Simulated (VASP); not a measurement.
# Ir (P6_3/mmc) in VASP: further runs

The runs below take Ir through single point, with PBEsol.

Program: VASP 6.6.1. These are calculated values, not measurements. Logs are shortened: lines on timing, memory, paths and dates and some standing lists are left out, and cuts for length are marked.

## (1) The cell of the first run

The structure is hexagonal, space group P6_3/mmc (No. 194). The conventional cell has a = 2.905 Å, b = 2.905 Å, c = 4.004 Å, α = 90.00°, β = 90.00°, γ = 120.00°. Within 3.4 Å of Ir (site symmetry -6m2) lie 12 Ir at 2.61 to 2.90 Å.

## (2) Single point, PBEsol

The input, INCAR:

```
PREC     = Accurate       # precision mode
ENCUT    = 520            # plane-wave cutoff, eV
EDIFF    = 1E-6           # SCF threshold, eV
ISMEAR   = 0              # smearing method
SIGMA    = 0.15           # smearing width, eV
LREAL    = F              # projectors in reciprocal space
LASPH    = T              # aspherical terms in the spheres
NELM     = 100            # most SCF steps
ALGO     = Fast           # electronic algorithm
ISIF     = 2              # what is computed and relaxed
LWAVE    = F              # write WAVECAR
LCHARG   = F              # write CHGCAR
GGA      = PS             # functional
NBANDS   = 16             # bands
```

The input, KPOINTS:

```
regular mesh
0
Gamma
  24 24 12
```

The input, POSCAR:

```
Ir
1.0
    2.9045393760      0.0000000000      0.0000000000
   -1.4522696880      2.5154048859      0.0000000000
    0.0000000000      0.0000000000      4.0040891810
Ir
2
Direct
    0.6666666667      0.3333333333      0.7500000000
    0.3333333333      0.6666666667      0.2500000000
```

Potentials or basis: VASP PAW PBE potentials, release 64 (Ir).

Run with:

```
> cat potpaw_PBE.64/Ir/POTCAR > POTCAR
> mpirun -np 1 vasp_std > vasp.out
```

OUTCAR:

```text
PREC = Accurate
   ENCUT = 520
   EDIFF = 1E-6
   ISMEAR = 0
   LREAL = F
   LASPH = T
   NELM = 100
   ISIF = 2
   GGA = PS

 ion  position               nearest neighbor table
   1  0.667  0.333  0.750-   2 2.61   2 2.61   2 2.61   2 2.61   2 2.61   2 2.61
   2  0.333  0.667  0.250-   1 2.61   1 2.61   1 2.61   1 2.61   1 2.61   1 2.61

  LATTYP: Found a hexagonal cell.
 ALAT       =     2.9045393760
 C/A-ratio  =     1.3785625404

  Lattice vectors:

 A1 = (   2.9045393760,   0.0000000000,   0.0000000000)
 A2 = (  -1.4522696880,   2.5154048859,   0.0000000000)
 A3 = (   0.0000000000,   0.0000000000,   4.0040891810)

Analysis of symmetry for initial positions (statically):
=====================================================================
 Subroutine PRICEL returns:
 Original cell was already a primitive cell.

 Routine SETGRP: Setting up the symmetry group for a
 hexagonal supercell.

 Subroutine GETGRP returns: Found 24 space group operations
 (whereof 12 operations were pure point group operations)
 out of a pool of 24 trial point group operations.

The static configuration has the point symmetry D_3d.
 The point group associated with its full space group is D_6h.

Analysis of symmetry for dynamics (positions and initial velocities):
=====================================================================
 Subroutine PRICEL returns:
 Original cell was already a primitive cell.

 Routine SETGRP: Setting up the symmetry group for a
 hexagonal supercell.

 Subroutine GETGRP returns: Found 24 space group operations
 (whereof 12 operations were pure point group operations)
 out of a pool of 24 trial point group operations.

The dynamic configuration has the point symmetry D_3d.
 The point group associated with its full space group is D_6h.

 Subroutine INISYM returns: Found 24 space group operations
 (whereof 12 operations are pure point group operations),
 and found     1 'primitive' translations

----------------------------------------------------------------------------------------

                                     Primitive cell

  volume of cell :      29.2542

  direct lattice vectors                    reciprocal lattice vectors
     2.904539376  0.000000000  0.000000000     0.344288670  0.198775157  0.000000000
    -1.452269688  2.515404886  0.000000000     0.000000000  0.397550313  0.000000000
     0.000000000  0.000000000  4.004089181     0.000000000  0.000000000  0.249744687

  length of vectors
     2.904539376  2.904539376  4.004089181     0.397550313  0.397550313  0.249744687

  position of ions in fractional coordinates (direct lattice)
     0.666666667  0.333333333  0.750000000
     0.333333333  0.666666667  0.250000000

  ion indices of the primitive-cell ions
   primitive index   ion index
                 1           1
                 2           2

----------------------------------------------------------------------------------------

 KPOINTS: regular mesh

Automatic generation of k-mesh.
 Grid dimensions read from file:
 generate k-points for:   24   24   12

 Generating k-lattice:

  Cartesian coordinates                     Fractional coordinates (reciprocal lattice)
     0.014345361  0.008282298  0.000000000     0.041666667  0.000000000  0.000000000
     0.000000000  0.016564596  0.000000000     0.000000000  0.041666667  0.000000000
     0.000000000  0.000000000  0.020812057     0.000000000  0.000000000  0.083333333

  Length of vectors
     0.016564596  0.016564596  0.020812057

  Shift w.r.t. Gamma in fractional coordinates (k-lattice)
     0.000000000  0.000000000  0.000000000

 Subroutine IBZKPT returns following result:
 ===========================================

 Found    427 irreducible k-points:

 Following reciprocal coordinates:
            Coordinates               Weight
  0.000000  0.000000  0.000000      1.000000
  0.041667 -0.000000  0.000000      6.000000
  0.083333 -0.000000  0.000000      6.000000
  0.125000 -0.000000  0.000000      6.000000
  0.166667 -0.000000  0.000000      6.000000
  0.208333 -0.000000  0.000000      6.000000
[... 16 lines left out ...]
  0.416667  0.041667  0.000000     12.000000
  0.458333  0.041667  0.000000     12.000000
 [... further k-points ...]
   k-points           NKPTS =    427   k-points in BZ     NKDIM =    427   number of bands    NBANDS=     16
   number of dos      NEDOS =    301   number of ions     NIONS =      2
   total plane-waves  NPLWV =  17280
   dimension x,y,z NGX =    24 NGY =   24 NGZ =   30
   dimension x,y,z NGXF=    48 NGYF=   48 NGZF=   60
   ions per type =               2
   NGX,Y,Z   is equivalent  to a cutoff of  13.74, 13.74, 12.46 a.u.
   NGXF,Y,Z  is equivalent  to a cutoff of  27.47, 27.47, 24.91 a.u.
 SYSTEM =  unknown system
   PREC   = accura    normal or accurate (medium, high low for compatibility)
   ISTART =      0    job   : 0-new  1-cont  2-samecut
   ICHARG =      2    charge: 1-file 2-atom 10-const
   ISPIN  =      1    spin polarized calculation?
   LNONCOLLINEAR =      F non collinear calculations
   LSORBIT =      F    spin-orbit coupling
   LASPH  =      T    aspherical Exc in radial PAW
   ENCUT  =  520.0 eV  38.22 Ry    6.18 a.u.   5.40  5.40  7.44*2*pi/ulx,y,z
   NELM   =    100;   NELMIN=  2; NELMDL= -5     # of ELM steps
   EDIFF  = 0.1E-05   stopping-criterion for ELM
   LREAL  =      F    real-space projection
   EDIFFG = 0.1E-04   stopping-criterion for IOM
   NSW    =      0    number of steps for IOM
   IBRION =     -1    ionic relax: 0-MD 1-quasi-New 2-CG
   NFREE  =      0    steps in history (QN), initial steepest desc. (CG)
   ISIF   =      2    stress and relaxation
   ISYM   =      2    0-nonsym 1-usesym 2-fastsym
   POTIM  = 0.5000    time-step for ionic-motion
   TEBEG  =    0.0;   TEEND  =   0.0 temperature during run
   PSTRESS=    0.0 pullay stress
   NELECT =      18.0000    total number of electrons
   NUPDOWN=      -1.0000    fix difference up-down
   EMIN   =  10.00;   EMAX   =-10.00  energy-range for DOS
   EFERMI =   0.00;   METHOD = LEGACY
   ISMEAR =     0;   SIGMA  =   0.15  broadening in eV -4-tet -1-fermi 0-gaus
   EFERMI_NEDOS =   21; number of points for ismear=-14 and -15
   IALGO  =     68    algorithm
   IMIX   =      4    mixing-type and parameters
     AMIX     =   0.40;   BMIX     =  1.00
     AMIX_MAG =   1.60;   BMIX_MAG =  1.00
  volume/ion in A,a.u.               =      14.63        98.71
  Fermi-wavevector in a.u.,A,eV,Ry     =   1.392417  2.631287 26.379323  1.938826
  Thomas-Fermi vector in A             =   2.516162
   LORBIT       =      0    0 simple, 1 ext, 2 COOP (PROOUT), +10 PAW based schemes
   GGA     = PS    functional components
   LHFCALC =     F    Hartree Fock is set to
   AEXX    =    0.0000 exact exchange contribution
   IVDW    =     0    specifies the selected vdW correction
   LEPSILON=     F    determine dielectric tensor
   LRPA    =     F    only Hartree local field effects (RPA)
 non-spin polarized calculation
 RMM-DIIS sequential band-by-band and
 Gauss-broadening in eV      SIGMA  =   0.15
  energy-cutoff  :      520.00
  volume of cell :       29.25
 maximum number of plane-waves:       819
 NGX is ok and might be reduce to    24

 number of electron      18.0000003 magnetization

 Free energy of the ion-electron system (eV)
  ---------------------------------------------------
  ext. energy  EPLUGINS =         0.00000000
  ---------------------------------------------------
  free energy    TOTEN  =       -19.01495331 eV

  energy without entropy =      -18.98140521  energy(sigma->0) =      -18.99817926

 E-fermi :   9.7979     XC(G=0): -13.8785

 val. band max:        9.7946952008   @ k =   0.2917   0.2500   0.0833
 cond. band min:       9.7980509719   @ k =   0.3333   0.2500   0.1667
 fundamental gap:      0.0033557711
 Fermi energy:         9.7979282260

 k-point     1 :       0.0000    0.0000    0.0000
  band No.  band energies     occupation
      1      -1.1442      2.00000
      2       2.0638      2.00000
      3       5.9500      2.00000
      4       5.9500      2.00000
      5       6.2525      2.00000
      6       6.2525      2.00000
[... 8 lines left out ...]
     15      28.1554      0.00000
     16      28.6135      0.00000

 k-point     2 :       0.0417   -0.0000    0.0000
  band No.  band energies     occupation
      1      -1.0862      2.00000
      2       2.1044      2.00000
      3       5.8621      2.00000
      4       5.9959      2.00000
      5       6.2148      2.00000
      6       6.2159      2.00000
[... 8 lines left out ...]
     15      28.1451      0.00000
     16      28.6576      0.00000

 k-point     3 :       0.0833   -0.0000    0.0000
  band No.  band energies     occupation
      1      -0.9141      2.00000
      2       2.2214      2.00000
      3       5.6414      2.00000
      4       6.0988      2.00000
      5       6.1085      2.00000
      6       6.1326      2.00000
[... 8 lines left out ...]
     15      27.4913      0.00000
     16      27.9395      0.00000

 k-point     4 :       0.1250   -0.0000    0.0000
  band No.  band energies     occupation
      1      -0.6343      2.00000
      2       2.3992      2.00000
      3       5.3623      2.00000
      4       5.8846      2.00000
      5       5.9505      2.00000
      6       6.3563      2.00000
[... 8 lines left out ...]
     15      26.4517      0.00000
     16      26.9189      0.00000
[... 324 lines left out ...]
 k-point    22 :       0.3750    0.0417    0.0000
  band No.  band energies     occupation
      1       2.2283      2.00000
      2       2.6886      2.00000
      3       3.5827      2.00000
      4       4.8633      2.00000
      5       5.3293      2.00000
      6       7.2535      2.00000
[... 8 lines left out ...]
     15      20.4319      0.00000
     16      23.7929      0.00000

 k-point    23 :       0.4167    0.0417    0.0000
  band No.  band energies     occupation
      1       2.4183      2.00000
      2       2.5997      2.00000
      3       3.4161      2.00000
      4       4.7870      2.00000
      5       5.6219      2.00000
      6       7.2346      2.00000
[... 8 lines left out ...]
     15      21.1809      0.00000
     16      22.8253      0.00000

 k-point    24 :       0.4583    0.0417    0.0000
  band No.  band energies     occupation
      1       2.5076      2.00000
      2       2.5488      2.00000
      3       3.3318      2.00000
      4       4.7483      2.00000
      5       5.8080      2.00000
      6       7.2259      2.00000
[... 8 lines left out ...]
     15      21.6189      0.00000
     16      22.2820      0.00000

 [... further k-points ...]

------------------------ aborting loop because EDIFF is reached ----------------------------------------

  FORCE on cell =-STRESS in cart. coord.  units (eV):
  Direction    XX          YY          ZZ          XY          YZ          ZX
  --------------------------------------------------------------------------------------
  -------------------------------------------------------------------------------------
  Total       -2.8106752     -2.8106752      4.7867325      0.0000000      0.0000000      0.0000000
  in kB     -153.9332102   -153.9332102    262.1566187      0.0000000      0.0000000      0.0000000
  external PRESSURE =     -15.2366006 kB  Pullay stress =       0.0000000 kB

 VOLUME and BASIS-vectors are now :
 -----------------------------------------------------------------------------
  energy-cutoff  :      520.00
  volume of cell :       29.25
      direct lattice vectors                 reciprocal lattice vectors
     2.904539376  0.000000000  0.000000000     0.344288670  0.198775157  0.000000000
    -1.452269688  2.515404886  0.000000000     0.000000000  0.397550313  0.000000000
     0.000000000  0.000000000  4.004089181     0.000000000  0.000000000  0.249744687

 POSITION                                       TOTAL-FORCE (eV/Angst)
 -----------------------------------------------------------------------------------
      1.45227      0.83847      3.00307        -0.000000      0.000000      0.000000
     -0.00000      1.67694      1.00102         0.000000     -0.000000      0.000000
 -----------------------------------------------------------------------------------
    total drift:                                0.000000     -0.000000      0.000000

  FREE ENERGIE OF THE ION-ELECTRON SYSTEM (eV)
  ---------------------------------------------------
  free  energy   TOTEN  =       -19.0149533095 eV

  energy  without entropy=      -18.9814052104  energy(sigma->0) =      -18.99817926
```

Wall time 1.8 min (1 thread of Intel Xeon Platinum 8488C (Sapphire Rapids), shared host); peak memory 0.29 GiB.

What came out:

| Property | Result |
| --- | --- |
| Free energy | -19.0150 eV |
| Pressure | -1.5 GPa |
| Band gap on the k mesh | zero (band 9 reaches 10.45 eV, above the bottom of band 10 at 8.15 eV) |

Caveat: the PAW data sets were made with another functional, which shifts forces and pressure a little; spin-orbit coupling is left out, which moves the levels of the heavy elements.

## (3) Single point, PBEsol

This run uses another cell than the first one, of the same volume but with other edges.

The input, INCAR:

```
ALGO = Fast
EDIFF = 1E-6
ENCUT = 520
GGA = PS
ISIF = 2
ISMEAR = 0
LASPH = True
LCHARG = False
LREAL = False
LWAVE = False
NBANDS = 16
NELM = 60
PREC = Accurate
SIGMA = 0.15
```

The input, KPOINTS:

```
k-points
0
Gamma
  24 24 12
```

The input, POSCAR:

```
Ir
1.0
    2.5891457279      0.0000000000      0.0000000000
   -1.2945728639      2.2422659744      0.0000000000
    0.0000000000      0.0000000000      5.0390107936
Ir
2
Direct
    0.6666666667      0.3333333333      0.7500000000
    0.3333333333      0.6666666667      0.2500000000
```

Potentials or basis: VASP PAW PBE potentials, release 64 (Ir).

Run with:

```
> cat potpaw_PBE.64/Ir/POTCAR > POTCAR
> mpirun -np 1 vasp_std > vasp.out
```

Run time: 2.2 min. Hardware: 1 thread of Intel Xeon Platinum 8488C (Sapphire Rapids), shared host; peak memory 0.28 GiB.

It converged, with:

- Free energy: -18.7538 eV
- Pressure: 3.0 GPa
- Band gap on the k mesh: zero (band 9 reaches 11.68 eV, above the bottom of band 10 at 8.21 eV)

Stress tensor (GPa, compression positive):
```
 24.82   0.00   0.00
  0.00  24.82   0.00
  0.00   0.00 -40.66
```

Levels at points of the mesh, in eV from the Fermi level:
```csv
k point,band 5,band 6,band 7,band 8,band 9,band 10,band 11,band 12,band 13,band 14
"(0.00, 0.00, 0.00)",-3.50,-3.22,-3.22,-2.00,-0.58,-0.58,0.70,0.70,4.44,13.63
"(0.50, 0.00, 0.00)",-3.19,-2.31,-2.29,0.49,2.10,2.23,3.22,4.75,8.54,8.77
"(0.00, 0.00, 0.50)",-3.43,-3.43,-3.43,-3.43,0.15,0.15,0.15,0.15,10.38,10.38
"(0.50, 0.00, 0.50)",-1.10,-1.10,-0.66,-0.66,2.00,2.00,2.17,2.17,8.61,8.61
```

Caveat: the PAW data sets were made with another functional, which shifts forces and pressure a little; spin-orbit coupling is left out, which moves the levels of the heavy elements.

## (4) Single point, PBEsol

This run uses another cell than the first one, of the same volume but with other edges.

The input, INCAR:

```
SYSTEM = Ir
PREC = Accurate
ENCUT = 520
EDIFF = 1E-6
ISMEAR = 0
SIGMA = 0.15
LREAL = .FALSE.
LASPH = .TRUE.
NELM = 100
ALGO = Fast
ISIF = 2
LWAVE = .FALSE.
LCHARG = .FALSE.
GGA = PS
NBANDS = 16
```

The input, KPOINTS:

```
regular mesh
0
G
  24 24 12
  0 0 0
```

The input, POSCAR:

```
Ir
1.0
    2.8289219662      0.0000000000      0.0000000000
   -1.4144609831      2.4499182881      0.0000000000
    0.0000000000      0.0000000000      4.2210096285
Ir
2
Direct
    0.6666666667      0.3333333333      0.7500000000
    0.3333333333      0.6666666667      0.2500000000
```

Run with:

```
> cat potpaw_PBE.64/Ir/POTCAR > POTCAR
> mpirun -np 1 vasp_std > vasp.out
```

Wall time 2 min (1 thread of Intel Xeon Platinum 8488C (Sapphire Rapids), shared host); peak memory 0.29 GiB.

The run converged. Its results:

| Quantity | Value |
| --- | --- |
| Free energy | -19.3311 eV |
| Pressure | -8.5 GPa |
| Band gap on the k mesh | zero (band 9 reaches 10.55 eV, above the bottom of band 10 at 7.69 eV) |

Stress tensor (GPa, compression positive):
```
-16.53   0.00   0.00
  0.00 -16.53   0.00
  0.00   0.00   7.48
```

Levels at points of the mesh, in eV from the Fermi level:
```
           k point  band 7  band 8  band 9  band 10  band 11  band 12
(0.00, 0.00, 0.00)   -3.01   -2.96   -2.96     0.04     0.19     0.19
(0.50, 0.00, 0.00)   -2.40    0.09    0.70     1.25     2.48     3.71
(0.00, 0.00, 0.50)   -3.93   -3.93   -0.42    -0.42    -0.42    -0.42
(0.50, 0.00, 0.50)   -1.05   -1.05    0.48     0.48     1.80     1.80
```

Caveat: the PAW data sets were made with another functional, which shifts forces and pressure a little; spin-orbit coupling is left out, which moves the levels of the heavy elements.

## (5) The runs side by side

| cell | gap on the mesh (eV) | pressure (GPa) |
| --- | --- | --- |
| a = 2.905, b = 2.905, c = 4.004 Å, angles 90.0, 90.0, 120.0°, 2 atoms | none | -1.5 |
| a = 2.589, b = 2.589, c = 5.039 Å, angles 90.0, 90.0, 120.0°, 2 atoms | none | 3.0 |
| a = 2.829, b = 2.829, c = 4.221 Å, angles 90.0, 90.0, 120.0°, 2 atoms | none | -8.5 |

Alike in all rows: task single point; level PBEsol; potentials or basis VASP PAW PBE potentials, release 64 (Ir); no spin polarisation; k mesh 24 × 24 × 12; cutoff (eV) 520; smearing gaussian 0.15 eV.

Caveats: the PAW data sets were made with another functional, which shifts forces and pressure a little; spin-orbit coupling is left out, which moves the levels of the heavy elements.

Absolute energies hang on the potentials; compare differences alone.
